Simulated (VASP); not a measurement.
# W (P6_3/mmc) in VASP: single point with r2SCAN

Aim: the single point of W with r2SCAN.

Everything below comes from runs of VASP 6.6.1. Logs are shortened: lines on timing, memory, paths and dates and some standing lists are left out, and cuts for length are marked.

### 1 The cell of the first run

The structure is hexagonal, space group P6_3/mmc (No. 194). Conventional cell: a = 4.330 Å, b = 4.330 Å, c = 4.938 Å, α = 90.00°, β = 90.00°, γ = 120.00°. Within 3.3 Å of W (site symmetry -6m2) lie 5 W at 2.47 to 2.50 Å. Within 3.3 Å of W (site symmetry -6m2) lie 3 W at 2.50 Å.

This isn't the form of W at room conditions, which is bcc.

### 2 Single point, r2SCAN

The input, POSCAR:

```
W
1.0
    4.3301035080      0.0000000000      0.0000000000
   -2.1650517540      3.7499796390      0.0000000000
    0.0000000000      0.0000000000      4.9379410349
W
4
Direct
    0.0000000000      0.0000000000      0.2500000000
    0.0000000000      0.0000000000      0.7500000000
    0.3333333333      0.6666666667      0.7500000000
    0.6666666667      0.3333333333      0.2500000000
```

The input, INCAR.step1:

```
PREC = Accurate ; ENCUT = 520
ISMEAR = 0 ; SIGMA = 0.1
LREAL = False ; LASPH = True
NELM = 100 ; NBANDS = 36
GGA = PE ; ALGO = Normal
EDIFF = 1E-4 ; LWAVE = True
LCHARG = False
```

The input, INCAR.step2:

```
PREC = Accurate ; ENCUT = 520
EDIFF = 1E-6 ; ISMEAR = 0
SIGMA = 0.1 ; LREAL = False
LASPH = True ; NELM = 100
ALGO = Normal ; ISIF = 2
LWAVE = False ; LCHARG = False
METAGGA = R2SCAN ; LMIXTAU = True
NBANDS = 36 ; ISTART = 1
```

The input, KPOINTS:

```
regular mesh
0
Gamma
  12 12 10
```

Potentials or basis: VASP PAW PBE potentials, release 64 (W_sv).

The run is started by

```bash
$ cat potpaw_PBE.64/W_sv/POTCAR > POTCAR
$ cp INCAR.step1 INCAR
$ mpirun -np 1 vasp_std > vasp.out
$ cp INCAR.step2 INCAR
$ mpirun -np 1 vasp_std > vasp.out
```

OUTCAR:

```text
PREC = Accurate
   ENCUT = 520
   EDIFF = 1E-6
   ISMEAR = 0
   LREAL = False
   LASPH = True
   NELM = 100
   ISIF = 2
   METAGGA = R2SCAN
   ISTART = 1

 ion  position               nearest neighbor table
   1  0.000  0.000  0.250-   2 2.47   2 2.47   4 2.50   4 2.50   4 2.50
   2  0.000  0.000  0.750-   1 2.47   1 2.47   3 2.50   3 2.50   3 2.50
   3  0.333  0.667  0.750-   2 2.50   2 2.50   2 2.50
   4  0.667  0.333  0.250-   1 2.50   1 2.50   1 2.50

  LATTYP: Found a hexagonal cell.
 ALAT       =     4.3301035080
 C/A-ratio  =     1.1403748261

  Lattice vectors:

 A1 = (   4.3301035080,   0.0000000000,   0.0000000000)
 A2 = (  -2.1650517540,   3.7499796390,   0.0000000000)
 A3 = (   0.0000000000,   0.0000000000,   4.9379410349)

Analysis of symmetry for initial positions (statically):
=====================================================================
 Subroutine PRICEL returns:
 Original cell was already a primitive cell.

 Routine SETGRP: Setting up the symmetry group for a
 hexagonal supercell.

 Subroutine GETGRP returns: Found 24 space group operations
 (whereof 12 operations were pure point group operations)
 out of a pool of 24 trial point group operations.

The static configuration has the point symmetry D_3d.
 The point group associated with its full space group is D_6h.

Analysis of symmetry for dynamics (positions and initial velocities):
=====================================================================
 Subroutine PRICEL returns:
 Original cell was already a primitive cell.

 Routine SETGRP: Setting up the symmetry group for a
 hexagonal supercell.

 Subroutine GETGRP returns: Found 24 space group operations
 (whereof 12 operations were pure point group operations)
 out of a pool of 24 trial point group operations.

The dynamic configuration has the point symmetry D_3d.
 The point group associated with its full space group is D_6h.

 Subroutine INISYM returns: Found 24 space group operations
 (whereof 12 operations are pure point group operations),
 and found     1 'primitive' translations

----------------------------------------------------------------------------------------

                                     Primitive cell

  volume of cell :      80.1813

  direct lattice vectors                    reciprocal lattice vectors
     4.330103508  0.000000000  0.000000000     0.230941362  0.133334057  0.000000000
    -2.165051754  3.749979639  0.000000000     0.000000000  0.266668115  0.000000000
     0.000000000  0.000000000  4.937941035     0.000000000  0.000000000  0.202513556

  length of vectors
     4.330103508  4.330103508  4.937941035     0.266668115  0.266668115  0.202513556

  position of ions in fractional coordinates (direct lattice)
     0.000000000  0.000000000  0.250000000
     0.000000000  0.000000000  0.750000000
     0.333333333  0.666666667  0.750000000
     0.666666667  0.333333333  0.250000000

  ion indices of the primitive-cell ions
   primitive index   ion index
                 1           1
                 2           2
                 3           3
                 4           4

----------------------------------------------------------------------------------------

 KPOINTS: regular mesh

Automatic generation of k-mesh.
 Grid dimensions read from file:
 generate k-points for:   12   12   10

 Generating k-lattice:

  Cartesian coordinates                     Fractional coordinates (reciprocal lattice)
     0.019245113  0.011111171  0.000000000     0.083333333  0.000000000  0.000000000
     0.000000000  0.022222343  0.000000000     0.000000000  0.083333333  0.000000000
     0.000000000  0.000000000  0.020251356     0.000000000  0.000000000  0.100000000

  Length of vectors
     0.022222343  0.022222343  0.020251356

  Shift w.r.t. Gamma in fractional coordinates (k-lattice)
     0.000000000  0.000000000  0.000000000

 Subroutine IBZKPT returns following result:
 ===========================================

 Found    114 irreducible k-points:

 Following reciprocal coordinates:
            Coordinates               Weight
  0.000000  0.000000  0.000000      1.000000
  0.083333 -0.000000  0.000000      6.000000
  0.166667  0.000000  0.000000      6.000000
  0.250000 -0.000000  0.000000      6.000000
  0.333333  0.000000  0.000000      6.000000
  0.416667 -0.000000  0.000000      6.000000
[... 16 lines left out ...]
  0.250000 -0.000000  0.100000     12.000000
  0.333333  0.000000  0.100000     12.000000
 [... further k-points ...]
   k-points           NKPTS =    114   k-points in BZ     NKDIM =    114   number of bands    NBANDS=     36
   number of dos      NEDOS =    301   number of ions     NIONS =      4
   total plane-waves  NPLWV =  40960
   dimension x,y,z NGX =    32 NGY =   32 NGZ =   40
   dimension x,y,z NGXF=    64 NGYF=   64 NGZF=   80
   ions per type =               4
   NGX,Y,Z   is equivalent  to a cutoff of  12.29, 12.29, 13.47 a.u.
   NGXF,Y,Z  is equivalent  to a cutoff of  24.57, 24.57, 26.93 a.u.
 SYSTEM =  unknown system
   PREC   = accura    normal or accurate (medium, high low for compatibility)
   ISTART =      1    job   : 0-new  1-cont  2-samecut
   ICHARG =      0    charge: 1-file 2-atom 10-const
   ISPIN  =      1    spin polarized calculation?
   LNONCOLLINEAR =      F non collinear calculations
   LSORBIT =      F    spin-orbit coupling
   LASPH  =      T    aspherical Exc in radial PAW
   ENCUT  =  520.0 eV  38.22 Ry    6.18 a.u.   8.05  8.05  9.18*2*pi/ulx,y,z
   NELM   =    100;   NELMIN=  2; NELMDL=  0     # of ELM steps
   EDIFF  = 0.1E-05   stopping-criterion for ELM
   LREAL  =      F    real-space projection
   EDIFFG = 0.1E-04   stopping-criterion for IOM
   NSW    =      0    number of steps for IOM
   IBRION =     -1    ionic relax: 0-MD 1-quasi-New 2-CG
   NFREE  =      0    steps in history (QN), initial steepest desc. (CG)
   ISIF   =      2    stress and relaxation
   ISYM   =      2    0-nonsym 1-usesym 2-fastsym
   POTIM  = 0.5000    time-step for ionic-motion
   TEBEG  =    0.0;   TEEND  =   0.0 temperature during run
   PSTRESS=    0.0 pullay stress
   NELECT =      56.0000    total number of electrons
   NUPDOWN=      -1.0000    fix difference up-down
   EMIN   =  10.00;   EMAX   =-10.00  energy-range for DOS
   EFERMI =   0.00;   METHOD = LEGACY
   ISMEAR =     0;   SIGMA  =   0.10  broadening in eV -4-tet -1-fermi 0-gaus
   EFERMI_NEDOS =   21; number of points for ismear=-14 and -15
   IALGO  =     38    algorithm
   IMIX   =      4    mixing-type and parameters
     AMIX     =   0.40;   BMIX     =  1.00
     AMIX_MAG =   1.60;   BMIX_MAG =  1.00
  volume/ion in A,a.u.               =      20.05       135.27
  Fermi-wavevector in a.u.,A,eV,Ry     =   1.452490  2.744808 28.704580  2.109727
  Thomas-Fermi vector in A             =   2.569866
   LORBIT       =      0    0 simple, 1 ext, 2 COOP (PROOUT), +10 PAW based schemes
   METAGGA = R2SCAN    functional components
   LHFCALC =     F    Hartree Fock is set to
   AEXX    =    0.0000 exact exchange contribution
   IVDW    =     0    specifies the selected vdW correction
   LEPSILON=     F    determine dielectric tensor
   LRPA    =     F    only Hartree local field effects (RPA)
 non-spin polarized calculation
 Gauss-broadening in eV      SIGMA  =   0.10
  energy-cutoff  :      520.00
  volume of cell :       80.18
 maximum number of plane-waves:      2182
   NGX = 17   NGY = 17   NGZ = 19

 number of electron      56.0000007 magnetization

 Free energy of the ion-electron system (eV)
  ---------------------------------------------------
  ext. energy  EPLUGINS =         0.00000000
  ---------------------------------------------------
  free energy    TOTEN  =      -198.42654757 eV

  energy without entropy =     -198.41681203  energy(sigma->0) =     -198.42167980

 E-fermi :   7.6530     XC(G=0): -13.0626

 val. band max:        7.6454752253   @ k =   0.5000  -0.0000   0.2000
 cond. band min:       7.6601363689   @ k =   0.2500  -0.0000   0.1000
 fundamental gap:      0.0146611436
 Fermi energy:         7.6530009443

 k-point     1 :       0.0000    0.0000    0.0000
  band No.  band energies     occupation
      1     -68.0666      2.00000
      2     -68.0500      2.00000
      3     -67.4039      2.00000
      4     -67.1878      2.00000
      5     -32.4042      2.00000
      6     -32.0221      2.00000
[... 28 lines left out ...]
     35      11.0758      0.00000
     36      11.0758      0.00000

 k-point     2 :       0.0833   -0.0000    0.0000
  band No.  band energies     occupation
      1     -68.0646      2.00000
      2     -68.0488      2.00000
      3     -67.4059      2.00000
      4     -67.1893      2.00000
      5     -32.3998      2.00000
      6     -32.0334      2.00000
[... 28 lines left out ...]
     35      11.0103      0.00000
     36      11.3424      0.00000

 k-point     3 :       0.1667    0.0000    0.0000
  band No.  band energies     occupation
      1     -68.0591      2.00000
      2     -68.0454      2.00000
      3     -67.4116      2.00000
      4     -67.1933      2.00000
      5     -32.3876      2.00000
      6     -32.0619      2.00000
[... 28 lines left out ...]
     35      11.5001      0.00000
     36      11.8722      0.00000

 k-point     4 :       0.2500   -0.0000    0.0000
  band No.  band energies     occupation
      1     -68.0514      2.00000
      2     -68.0408      2.00000
      3     -67.4194      2.00000
      4     -67.1990      2.00000
      5     -32.3702      2.00000
      6     -32.0970      2.00000
[... 28 lines left out ...]
     35      12.0819      0.00000
     36      12.2020      0.00000

 k-point     5 :       0.3333    0.0000    0.0000
  band No.  band energies     occupation
      1     -68.0434      2.00000
      2     -68.0363      2.00000
      3     -67.4275      2.00000
      4     -67.2046      2.00000
      5     -32.3519      2.00000
      6     -32.1290      2.00000
[... 655 lines left out ...]
 k-point    22 :       0.1667    0.0000    0.1000
  band No.  band energies     occupation
      1     -68.0587      2.00000
      2     -68.0457      2.00000
      3     -67.4064      2.00000
      4     -67.1988      2.00000
      5     -32.3421      2.00000
      6     -32.0587      2.00000
[... 28 lines left out ...]
     35      11.1949      0.00000
     36      12.0314      0.00000

 k-point    23 :       0.2500   -0.0000    0.1000
  band No.  band energies     occupation
      1     -68.0511      2.00000
      2     -68.0410      2.00000
      3     -67.4141      2.00000
      4     -67.2045      2.00000
      5     -32.3238      2.00000
      6     -32.0933      2.00000
[... 28 lines left out ...]
     35      11.5978      0.00000
     36      12.2809      0.00000

 k-point    24 :       0.3333    0.0000    0.1000
  band No.  band energies     occupation
      1     -68.0432      2.00000
      2     -68.0364      2.00000
      3     -67.4221      2.00000
      4     -67.2102      2.00000
      5     -32.3045      2.00000
      6     -32.1249      2.00000
[... 28 lines left out ...]
     35      11.9236      0.00000
     36      12.5077      0.00000

 [... further k-points ...]
[... 5 lines left out ...]
  --------------------------------------------------------------------------------------
  -------------------------------------------------------------------------------------
  Total        0.5869303      0.5869303      0.5558992      0.0000000      0.0000000      0.0000000
  in kB       11.7280025     11.7280025     11.1079415      0.0000000      0.0000000      0.0000000
  external PRESSURE =      11.5213155 kB  Pullay stress =       0.0000000 kB

 VOLUME and BASIS-vectors are now :
 -----------------------------------------------------------------------------
  energy-cutoff  :      520.00
  volume of cell :       80.18
      direct lattice vectors                 reciprocal lattice vectors
     4.330103508  0.000000000  0.000000000     0.230941362  0.133334057  0.000000000
    -2.165051754  3.749979639  0.000000000     0.000000000  0.266668115  0.000000000
     0.000000000  0.000000000  4.937941035     0.000000000  0.000000000  0.202513556

 POSITION                                       TOTAL-FORCE (eV/Angst)
 -----------------------------------------------------------------------------------
      0.00000      0.00000      1.23449        -0.000000     -0.000000      0.000000
      0.00000      0.00000      3.70346         0.000000      0.000000      0.000000
     -0.00000      2.49999      3.70346        -0.000000      0.000000      0.000000
      2.16505      1.24999      1.23449         0.000000     -0.000000     -0.000000
 -----------------------------------------------------------------------------------
    total drift:                               -0.000000      0.000000     -0.000000

  FREE ENERGIE OF THE ION-ELECTRON SYSTEM (eV)
  ---------------------------------------------------
  free  energy   TOTEN  =      -198.4265475731 eV

  energy  without entropy=     -198.4168120298  energy(sigma->0) =     -198.42167980
```

Wall time 14 min (1 thread of Intel Xeon Platinum 8488C (Sapphire Rapids), shared host); peak memory 0.36 GiB.

What came out:

| Property | Result |
| --- | --- |
| Free energy | -198.4265 eV |
| Pressure | 1.2 GPa |
| Band gap on the k mesh | zero (bands 28 and 29 overlap by 0.73 eV) |

Levels at points of the mesh, in eV from the Fermi level:
```csv
k point,band 24,band 25,band 26,band 27,band 28,band 29,band 30,band 31,band 32,band 33
"(0.00, 0.00, 0.00)",-0.87,-0.87,-0.75,-0.75,0.36,0.36,0.45,0.85,1.15,1.15
"(0.50, 0.00, 0.00)",-2.09,-1.79,-1.61,-1.00,-0.74,1.33,2.18,2.39,2.67,3.68
"(0.00, 0.00, 0.50)",-1.39,-0.30,-0.30,-0.30,-0.30,0.96,0.96,0.96,0.96,1.84
"(0.50, 0.00, 0.50)",-2.26,-1.93,-1.93,-0.96,-0.96,0.76,0.76,2.53,2.53,2.92
```

Caveat: the PAW data sets were made with another functional, which shifts forces and pressure a little; spin-orbit coupling is left out, which moves the levels of the heavy elements.
